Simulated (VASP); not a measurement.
# MgO2 (R-3m) in VASP: notebook

Runs on MgO2. Level: r2SCAN. Tasks: single point.

All numbers are computed with VASP 6.6.1; they aren't measurements. Logs are shortened: lines on timing, memory, paths and dates and some standing lists are left out, and cuts for length are marked.

## 1. The cell of the first run

Symmetry: R-3m, No. 166, trigonal system. Conventional cell: a = 2.848 Å, b = 2.848 Å, c = 10.482 Å, α = 90.00°, β = 90.00°, γ = 120.00°. Within 2.6 Å of Mg (site symmetry -3m) lie 6 O at 1.92 Å. Within 2.0 Å of O (site symmetry 3m) lie 1 O at 1.49 Å and 3 Mg at 1.92 Å.

## 2. Single point, r2SCAN (strain -0.1125 x Voigt [1, 1, 0, 0, 0, 0])

File POSCAR:

```
MgO2
1.0
    1.4242254017      0.8222769191      3.4939788749
   -1.4242254017      0.8222769191      3.4939788749
    0.0000000000     -1.6445538381      3.4939788749
Mg O
1 2
Direct
    0.0000000000      0.0000000000      0.0000000000
    0.4287860000      0.4287860000      0.4287860000
    0.5712140000      0.5712140000      0.5712140000
```

File INCAR.step1:

```
SYSTEM = MgO2
PREC = Accurate
ENCUT = 920
ISMEAR = 0
SIGMA = 0.05
LREAL = .False.
LASPH = .True.
NELM = 120
NBANDS = 18
GGA = PE
ALGO = Normal
EDIFF = 1E-5
LWAVE = .True.
LCHARG = .False.
GGA_COMPAT = .False.
```

File INCAR.step2:

```
SYSTEM = MgO2
PREC = Accurate
ENCUT = 920
EDIFF = 1E-6
ISMEAR = 0
SIGMA = 0.05
LREAL = .False.
LASPH = .True.
NELM = 120
ALGO = Normal
ISIF = 2
LWAVE = .False.
LCHARG = .True.
METAGGA = R2SCAN
LMIXTAU = .True.
LELF = .True.
LVHAR = .True.
NBANDS = 18
ISTART = 1
GGA_COMPAT = .False.
```

File KPOINTS:

```
regular mesh
0
Gamma
  12 12 12
  0 0 0
```

Potentials or basis: VASP PAW PBE potentials, release 64 (Mg_sv, O).

The run is started by

```console
> cat potpaw_PBE.64/Mg_sv/POTCAR potpaw_PBE.64/O/POTCAR > POTCAR
> cp INCAR.step1 INCAR
> mpirun -np 1 vasp_std > vasp.out
> cp INCAR.step2 INCAR
> mpirun -np 1 vasp_std > vasp.out
```

OUTCAR:

```text
SYSTEM = MgO2
   PREC = Accurate
   ENCUT = 920
   EDIFF = 1E-6
   ISMEAR = 0
   LREAL = .False.
   LASPH = .True.
   NELM = 120
   ISIF = 2
   METAGGA = R2SCAN
   ISTART = 1

 ion  position               nearest neighbor table
   1  0.000  0.000  0.000-   3 1.92   3 1.92   2 1.92   2 1.92   3 1.92   2 1.92
   2  0.429  0.429  0.429-   3 1.49   1 1.92   1 1.92   1 1.92
   3  0.571  0.571  0.571-   2 1.49   1 1.92   1 1.92   1 1.92

  LATTYP: Found a trigonal (rhomboedric) cell.
 ALAT       =     3.8616635929
 COS(alpha) =     0.7279563614

  Lattice vectors:

 A1 = (   1.4242254017,   0.8222769191,   3.4939788749)
 A2 = (  -1.4242254017,   0.8222769191,   3.4939788749)
 A3 = (   0.0000000000,  -1.6445538381,   3.4939788749)

Analysis of symmetry for initial positions (statically):
=====================================================================
 Subroutine PRICEL returns:
 Original cell was already a primitive cell.

 Routine SETGRP: Setting up the symmetry group for a
 trigonal (rhombohedral) supercell.

 Subroutine GETGRP returns: Found 12 space group operations
 (whereof 12 operations were pure point group operations)
 out of a pool of 12 trial point group operations.

The static configuration has the point symmetry D_3d.

Analysis of symmetry for dynamics (positions and initial velocities):
=====================================================================
 Subroutine PRICEL returns:
 Original cell was already a primitive cell.

 Routine SETGRP: Setting up the symmetry group for a
 trigonal (rhombohedral) supercell.

 Subroutine GETGRP returns: Found 12 space group operations
 (whereof 12 operations were pure point group operations)
 out of a pool of 12 trial point group operations.

The dynamic configuration has the point symmetry D_3d.

 Subroutine INISYM returns: Found 12 space group operations
 (whereof 12 operations are pure point group operations),
 and found     1 'primitive' translations

----------------------------------------------------------------------------------------

                                     Primitive cell

  volume of cell :      24.5510

  direct lattice vectors                    reciprocal lattice vectors
     1.424225402  0.822276919  3.493978875     0.351068026  0.202689219  0.095402218
    -1.424225402  0.822276919  3.493978875    -0.351068026  0.202689219  0.095402218
     0.000000000 -1.644553838  3.493978875     0.000000000 -0.405378438  0.095402218

  length of vectors
     3.861663593  3.861663593  3.861663593     0.416453192  0.416453192  0.416453192

  position of ions in fractional coordinates (direct lattice)
     0.000000000  0.000000000  0.000000000
     0.428786000  0.428786000  0.428786000
     0.571214000  0.571214000  0.571214000

  ion indices of the primitive-cell ions
   primitive index   ion index
                 1           1
                 2           2
                 3           3

----------------------------------------------------------------------------------------

 KPOINTS: regular mesh

Automatic generation of k-mesh.
 Grid dimensions read from file:
 generate k-points for:   12   12   12

 Generating k-lattice:

  Cartesian coordinates                     Fractional coordinates (reciprocal lattice)
     0.029255669  0.016890768  0.007950185     0.083333333  0.000000000  0.000000000
    -0.029255669  0.016890768  0.007950185     0.000000000  0.083333333  0.000000000
     0.000000000 -0.033781537  0.007950185     0.000000000  0.000000000  0.083333333

  Length of vectors
     0.034704433  0.034704433  0.034704433

  Shift w.r.t. Gamma in fractional coordinates (k-lattice)
     0.000000000  0.000000000  0.000000000

 Subroutine IBZKPT returns following result:
 ===========================================

 Found    189 irreducible k-points:

 Following reciprocal coordinates:
            Coordinates               Weight
  0.000000  0.000000  0.000000      1.000000
  0.083333 -0.000000  0.000000      6.000000
  0.166667 -0.000000  0.000000      6.000000
  0.250000  0.000000  0.000000      6.000000
  0.333333 -0.000000  0.000000      6.000000
  0.416667  0.000000  0.000000      6.000000
[... 16 lines left out ...]
  0.500000  0.166667  0.000000     12.000000
 -0.416667  0.166667  0.000000     12.000000
 [... further k-points ...]
   k-points           NKPTS =    189   k-points in BZ     NKDIM =    189   number of bands    NBANDS=     18
   number of dos      NEDOS =    301   number of ions     NIONS =      3
   total plane-waves  NPLWV =  64000
   dimension x,y,z NGX =    40 NGY =   40 NGZ =   40
   dimension x,y,z NGXF=    80 NGYF=   80 NGZF=   80
   ions per type =               1   2
   NGX,Y,Z   is equivalent  to a cutoff of  17.22, 17.22, 17.22 a.u.
   NGXF,Y,Z  is equivalent  to a cutoff of  34.44, 34.44, 34.44 a.u.
 SYSTEM =  MgO2
   PREC   = accura    normal or accurate (medium, high low for compatibility)
   ISTART =      1    job   : 0-new  1-cont  2-samecut
   ICHARG =      0    charge: 1-file 2-atom 10-const
   ISPIN  =      1    spin polarized calculation?
   LNONCOLLINEAR =      F non collinear calculations
   LSORBIT =      F    spin-orbit coupling
   LASPH  =      T    aspherical Exc in radial PAW
   ENCUT  =  920.0 eV  67.62 Ry    8.22 a.u.   9.55  9.55  9.55*2*pi/ulx,y,z
   NELM   =    120;   NELMIN=  2; NELMDL=  0     # of ELM steps
   EDIFF  = 0.1E-05   stopping-criterion for ELM
   LREAL  =      F    real-space projection
   EDIFFG = 0.1E-04   stopping-criterion for IOM
   NSW    =      0    number of steps for IOM
   IBRION =     -1    ionic relax: 0-MD 1-quasi-New 2-CG
   NFREE  =      0    steps in history (QN), initial steepest desc. (CG)
   ISIF   =      2    stress and relaxation
   ISYM   =      2    0-nonsym 1-usesym 2-fastsym
   POTIM  = 0.5000    time-step for ionic-motion
   TEBEG  =    0.0;   TEEND  =   0.0 temperature during run
   PSTRESS=    0.0 pullay stress
   NELECT =      22.0000    total number of electrons
   NUPDOWN=      -1.0000    fix difference up-down
   EMIN   =  10.00;   EMAX   =-10.00  energy-range for DOS
   EFERMI =   0.00;   METHOD = LEGACY
   ISMEAR =     0;   SIGMA  =   0.05  broadening in eV -4-tet -1-fermi 0-gaus
   EFERMI_NEDOS =   21; number of points for ismear=-14 and -15
   IALGO  =     38    algorithm
   IMIX   =      4    mixing-type and parameters
     AMIX     =   0.40;   BMIX     =  1.00
     AMIX_MAG =   1.60;   BMIX_MAG =  1.00
  volume/ion in A,a.u.               =       8.18        55.23
  Fermi-wavevector in a.u.,A,eV,Ry     =   1.578312  2.982578 33.893061  2.491070
  Thomas-Fermi vector in A             =   2.678862
   LORBIT       =      0    0 simple, 1 ext, 2 COOP (PROOUT), +10 PAW based schemes
   METAGGA = R2SCAN    functional components
   LHFCALC =     F    Hartree Fock is set to
   AEXX    =    0.0000 exact exchange contribution
   IVDW    =     0    specifies the selected vdW correction
   LEPSILON=     F    determine dielectric tensor
   LRPA    =     F    only Hartree local field effects (RPA)
 non-spin polarized calculation
 Gauss-broadening in eV      SIGMA  =   0.05
  energy-cutoff  :      920.00
  volume of cell :       24.55
 maximum number of plane-waves:      1571
 NGX is ok and might be reduce to    40
   NGX = 19   NGY = 19   NGZ = 19

 number of electron      22.0000000 magnetization

 Free energy of the ion-electron system (eV)
  ---------------------------------------------------
  ext. energy  EPLUGINS =         0.00000000
  ---------------------------------------------------
  free energy    TOTEN  =       -20.81569799 eV

  energy without entropy =      -20.81569799  energy(sigma->0) =      -20.81569799

 E-fermi :   4.1966     XC(G=0): -12.4172

 val. band max:        3.7995237576   @ k =   0.5000   0.5000   0.5000
 cond. band min:       6.1117970756   @ k =   0.5000   0.5000   0.5000
 fundamental gap:      2.3122733180
 Fermi energy:         4.1966144111

 k-point     1 :       0.0000    0.0000    0.0000
  band No.  band energies     occupation
      1     -71.4739      2.00000
      2     -36.5919      2.00000
      3     -36.5919      2.00000
      4     -36.5765      2.00000
      5     -19.3700      2.00000
      6     -12.3741      2.00000
[... 10 lines left out ...]
     17      22.2562      0.00000
     18      25.8325      0.00000

 k-point     2 :       0.0833   -0.0000    0.0000
  band No.  band energies     occupation
      1     -71.4732      2.00000
      2     -36.6010      2.00000
      3     -36.5936      2.00000
      4     -36.5747      2.00000
      5     -19.3063      2.00000
      6     -12.3884      2.00000
[... 10 lines left out ...]
     17      22.5374      0.00000
     18      25.3150      0.00000

 k-point     3 :       0.1667   -0.0000    0.0000
  band No.  band energies     occupation
      1     -71.4710      2.00000
      2     -36.6259      2.00000
      3     -36.5985      2.00000
      4     -36.5699      2.00000
      5     -19.1280      2.00000
      6     -12.4275      2.00000
[... 10 lines left out ...]
     17      23.3475      0.00000
     18      24.2315      0.00000

 k-point     4 :       0.2500    0.0000    0.0000
  band No.  band energies     occupation
      1     -71.4681      2.00000
      2     -36.6596      2.00000
      3     -36.6052      2.00000
      4     -36.5633      2.00000
      5     -18.8732      2.00000
      6     -12.4823      2.00000
[... 375 lines left out ...]
      4     -36.5551      2.00000
      5     -18.4577      2.00000
      6     -12.7438      2.00000
[... 10 lines left out ...]
     17      22.6208      0.00000
     18      26.0534      0.00000

 k-point    23 :       0.5000    0.1667    0.0000
  band No.  band energies     occupation
      1     -71.4622      2.00000
      2     -36.7077      2.00000
      3     -36.6363      2.00000
      4     -36.5506      2.00000
      5     -18.3014      2.00000
      6     -12.7012      2.00000
[... 10 lines left out ...]
     17      21.9347      0.00000
     18      26.4480      0.00000

 k-point    24 :      -0.4167    0.1667    0.0000
  band No.  band energies     occupation
      1     -71.4615      2.00000
      2     -36.7135      2.00000
      3     -36.6397      2.00000
      4     -36.5488      2.00000
      5     -18.2641      2.00000
      6     -12.6181      2.00000
[... 10 lines left out ...]
     17      21.5728      0.00000
     18      26.2735      0.00000

 [... further k-points ...]
[... 5 lines left out ...]
  --------------------------------------------------------------------------------------
  -------------------------------------------------------------------------------------
  Total        7.7648884      7.7648884      1.0194868      0.0000000      0.0000000      0.0000000
  in kB      506.7309682    506.7309683     66.5309655      0.0000000      0.0000000      0.0000000
  external PRESSURE =     359.9976340 kB  Pullay stress =       0.0000000 kB

 VOLUME and BASIS-vectors are now :
 -----------------------------------------------------------------------------
  energy-cutoff  :      920.00
  volume of cell :       24.55
      direct lattice vectors                 reciprocal lattice vectors
     1.424225402  0.822276919  3.493978875     0.351068026  0.202689219  0.095402218
    -1.424225402  0.822276919  3.493978875    -0.351068026  0.202689219  0.095402218
     0.000000000 -1.644553838  3.493978875     0.000000000 -0.405378438  0.095402218

 POSITION                                       TOTAL-FORCE (eV/Angst)
 -----------------------------------------------------------------------------------
      0.00000      0.00000      0.00000        -0.000000      0.000000      0.000000
      0.00000      0.00000      4.49451         0.000000      0.000000      2.252138
      0.00000      0.00000      5.98743         0.000000     -0.000000     -2.252138
 -----------------------------------------------------------------------------------
    total drift:                                0.000000     -0.000000      0.000000

  FREE ENERGIE OF THE ION-ELECTRON SYSTEM (eV)
  ---------------------------------------------------
  free  energy   TOTEN  =       -20.8156979889 eV

  energy  without entropy=      -20.8156979889  energy(sigma->0) =      -20.81569799
```

Wall time 14 min (1 thread of Intel Xeon Platinum 8375C at 2.90GHz (Ice Lake), shared host); peak memory 0.37 GiB.

Results:

| Property | Result |
| --- | --- |
| Free energy | -20.8157 eV |
| Pressure | 36.0 GPa |
| Largest force | 2.252 eV/Å |
| Band gap on the k mesh | 2.31 eV |

Forces on the atoms (eV/Å):
```
Mg   0.000  0.000  0.000
O    0.000  0.000  2.252
O    0.000  0.000 -2.252
```

Stress tensor (GPa, compression positive):
```
50.67  0.00  0.00
 0.00 50.67  0.00
 0.00  0.00  6.65
```

Levels at points of the mesh, in eV from the valence-band top:
```
           k point  band 8  band 9  band 10  band 11  band 12  band 13  band 14  band 15
(0.00, 0.00, 0.00)   -3.20   -3.20    -0.97    -0.97     5.37     7.75    14.71    16.31
(0.50, 0.00, 0.00)   -7.13   -3.89    -2.04    -1.42     4.41    11.48    15.00    15.75
(0.50, 0.50, 0.00)   -6.43   -4.44    -3.00    -0.50     3.73    10.46    15.16    15.71
(0.50, 0.50, 0.50)   -3.85   -3.85     0.00     0.00     2.31     7.68    12.91    18.98
```

Caveat: the cell differs from its parent crystal (strain -0.1125 x Voigt [1, 1, 0, 0, 0, 0]); the stress differs along the axes, from 7 to 51 GPa; the PAW data sets were made with another functional, which shifts forces and pressure a little. A k mesh can miss the band edges.

## 3. Single point, r2SCAN (strain -0.0750 x Voigt [1, 1, 0, 0, 0, 0])

File POSCAR:

```
MgO2
1.0
    1.4844039398      0.8570210142      3.4939788749
   -1.4844039398      0.8570210142      3.4939788749
    0.0000000000     -1.7140420285      3.4939788749
Mg O
1 2
Direct
    0.0000000000      0.0000000000      0.0000000000
    0.4287860000      0.4287860000      0.4287860000
    0.5712140000      0.5712140000      0.5712140000
```

File INCAR.step1:

```
PREC = Accurate
ENCUT = 920
ISMEAR = 0
SIGMA = 0.05
LREAL = F
LASPH = T
NELM = 120
NBANDS = 18
GGA = PE
ALGO = Normal
EDIFF = 1E-5
LWAVE = T
LCHARG = F
GGA_COMPAT = F
```

File INCAR.step2:

```
PREC = Accurate
ENCUT = 920
EDIFF = 1E-6
ISMEAR = 0
SIGMA = 0.05
LREAL = F
LASPH = T
NELM = 120
ALGO = Normal
ISIF = 2
LWAVE = F
LCHARG = T
METAGGA = R2SCAN
LMIXTAU = T
LELF = T
LVHAR = T
NBANDS = 18
ISTART = 1
GGA_COMPAT = F
```

File KPOINTS:

```
Automatic mesh
0
Gamma
  12 12 12
```

Potentials or basis: VASP PAW PBE potentials, release 64 (Mg_sv, O).

The run is started by

```console
> cat potpaw_PBE.64/Mg_sv/POTCAR potpaw_PBE.64/O/POTCAR > POTCAR
> cp INCAR.step1 INCAR
> mpirun -np 1 vasp_std > vasp.out
> cp INCAR.step2 INCAR
> mpirun -np 1 vasp_std > vasp.out
```

Run time: 17 min. Hardware: 1 thread of Intel Xeon Platinum 8375C at 2.90GHz (Ice Lake), shared host; peak memory 0.38 GiB.

The run converged. Its results:

```yaml
Free_energy: -21.3138 eV
Pressure: 17.2 GPa
Largest_force: 1.299 eV/Å
Band_gap_on_the_k_mesh: 2.60 eV
```

Forces in eV/Å, atoms in the order of the input:
```
Mg   0.000  0.000  0.000
O    0.000  0.000  1.299
O    0.000  0.000 -1.299
```

Stress tensor (GPa, compression positive):
```
25.59  0.00  0.00
 0.00 25.59  0.00
 0.00  0.00  0.44
```

Levels at points of the mesh, in eV from the valence-band top:
```tsv
k point	band 9	band 10	band 11	band 12	band 13	band 14
(0.00, 0.00, 0.00)	-3.28	-0.92	-0.92	5.48	6.85	14.13
(0.50, 0.00, 0.00)	-3.83	-1.67	-1.37	4.61	10.78	13.71
(0.50, 0.50, 0.00)	-4.44	-2.63	-0.35	3.92	9.88	14.04
(0.50, 0.50, 0.50)	-3.89	0.00	0.00	2.60	6.94	12.01
```

Caveat: the cell differs from its parent crystal (strain -0.0750 x Voigt [1, 1, 0, 0, 0, 0]); the stress differs along the axes, from 0 to 26 GPa; the PAW data sets were made with another functional, which shifts forces and pressure a little. A k mesh can miss the band edges.

## 4. Single point, r2SCAN (strain +0.0750 x Voigt [1, 1, 0, 0, 0, 0])

File POSCAR:

```
MgO2
1.0
    1.7251180922      0.9959973949      3.4939788749
   -1.7251180922      0.9959973949      3.4939788749
    0.0000000000     -1.9919947899      3.4939788749
Mg O
1 2
Direct
    0.0000000000      0.0000000000      0.0000000000
    0.4287860000      0.4287860000      0.4287860000
    0.5712140000      0.5712140000      0.5712140000
```

File INCAR.step1:

```
SYSTEM = MgO2
  PREC = Accurate
  ENCUT = 920
  ISMEAR = 0
  SIGMA = 0.05
  LREAL = .FALSE.
  LASPH = .TRUE.
  NELM = 120
  NBANDS = 18
  GGA = PE
  ALGO = Normal
  EDIFF = 1E-5
  LWAVE = .TRUE.
  LCHARG = .FALSE.
  GGA_COMPAT = .FALSE.
```

File INCAR.step2:

```
SYSTEM = MgO2
  PREC = Accurate
  ENCUT = 920
  EDIFF = 1E-6
  ISMEAR = 0
  SIGMA = 0.05
  LREAL = .FALSE.
  LASPH = .TRUE.
  NELM = 120
  ALGO = Normal
  ISIF = 2
  LWAVE = .FALSE.
  LCHARG = .FALSE.
  METAGGA = R2SCAN
  LMIXTAU = .TRUE.
  NBANDS = 18
  ISTART = 1
  GGA_COMPAT = .FALSE.
```

File KPOINTS:

```
Automatic mesh
0
G
  12 12 12
  0 0 0
```

The run is started by

```console
> cat potpaw_PBE.64/Mg_sv/POTCAR potpaw_PBE.64/O/POTCAR > POTCAR
> cp INCAR.step1 INCAR
> mpirun -np 1 vasp_std > vasp.out
> cp INCAR.step2 INCAR
> mpirun -np 1 vasp_std > vasp.out
```

Run time: 11 min. Hardware: 1 thread of Intel Xeon Platinum 8488C (Sapphire Rapids), shared host; peak memory 0.43 GiB.

The run converged. Its results:

- Free energy: -21.1696 eV
- Pressure: -14.7 GPa
- Largest force: 0.679 eV/Å
- Band gap on the k mesh: 3.02 eV (least direct gap 3.03 eV)

Forces in eV/Å, atoms in the order of the input:
```
Mg   0.000  0.000  0.000
O    0.000  0.000 -0.679
O    0.000  0.000  0.679
```

Stress tensor (GPa, compression positive):
```
-19.38   0.00   0.00
  0.00 -19.38   0.00
  0.00   0.00  -5.49
```

Levels at points of the mesh, in eV from the valence-band top:
```tsv
k point	band 8	band 9	band 10	band 11	band 12	band 13	band 14	band 15
(0.00, 0.00, 0.00)	-3.52	-3.52	-0.74	-0.74	4.04	5.59	12.38	14.30
(0.50, 0.00, 0.00)	-5.66	-3.72	-1.17	-0.75	4.98	8.20	9.12	12.44
(0.50, 0.50, 0.00)	-5.01	-4.41	-1.77	0.00	4.32	7.45	10.11	12.07
(0.50, 0.50, 0.50)	-3.99	-3.99	0.00	0.00	3.02	4.76	9.22	13.20
```

Caveat: the cell differs from its parent crystal (strain +0.0750 x Voigt [1, 1, 0, 0, 0, 0]); the stress differs along the axes, from -19 to -5 GPa; the PAW data sets were made with another functional, which shifts forces and pressure a little.

## 5. Overview

| cell | gap on the mesh (eV) | pressure (GPa) | largest force (eV/Å) |
| --- | --- | --- | --- |
| a = 3.862 Å, angles 43.3°, 3 atoms | 2.31 | 36.0 | 2.25 |
| a = 3.892 Å, angles 44.8°, 3 atoms | 2.60 | 17.2 | 1.30 |
| a = 4.022 Å, angles 50.8°, 3 atoms | 3.02 | -14.7 | 0.68 |

Alike in all rows: task single point; level r2SCAN; potentials or basis VASP PAW PBE potentials, release 64 (Mg_sv, O); no spin polarisation; k mesh 12 × 12 × 12; cutoff (eV) 920; smearing gaussian 0.05 eV.

Caveats: the PAW data sets were made with another functional, which shifts forces and pressure a little; the stress differs along the axes, from 7 to 51 GPa (at least some runs); the stress differs along the axes, from 0 to 26 GPa (at least some runs); the stress differs along the axes, from -19 to -5 GPa (at least some runs).

Total energies depend on the potentials used, so only differences within one code and one set of settings carry meaning.
